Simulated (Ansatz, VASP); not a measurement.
**One calculation of GaGe, two programs**

```
Ga Ge
1.0
     0.00000    2.89839    2.89839
     2.89839    0.00000    2.89839
     2.89839    2.89839    0.00000
Ga Ge
1 1
Direct
  0.75000 0.75000 0.75000
  0.00000 0.00000 0.00000
```

Alike in both runs: task single point; functional PBEsol; k mesh 12 × 12 × 12; occupations gaussian, width 0.1 eV; no spin polarisation.

|  | VASP | Ansatz |
| --- | --- | --- |
| version | VASP 6.6.1 | Ansatz 0.2.0 |
| potentials or method | VASP PAW PBE potentials, release 64 (Ga_d, Ge_d), cutoff 520 eV | scalar-relativistic, plane waves, PAW |
| valence electrons in the cell | 27 | 27 |

```csv
,VASP,Ansatz,Ansatz less VASP
gap on the k mesh at the Fermi level (eV),none,none,-
pressure (GPa),-2.6,-2.6,+0.02
```

VASP's potentials were made for PBE, not for PBEsol. A gap of «none» marks a metal or a gap that the smearing closes.
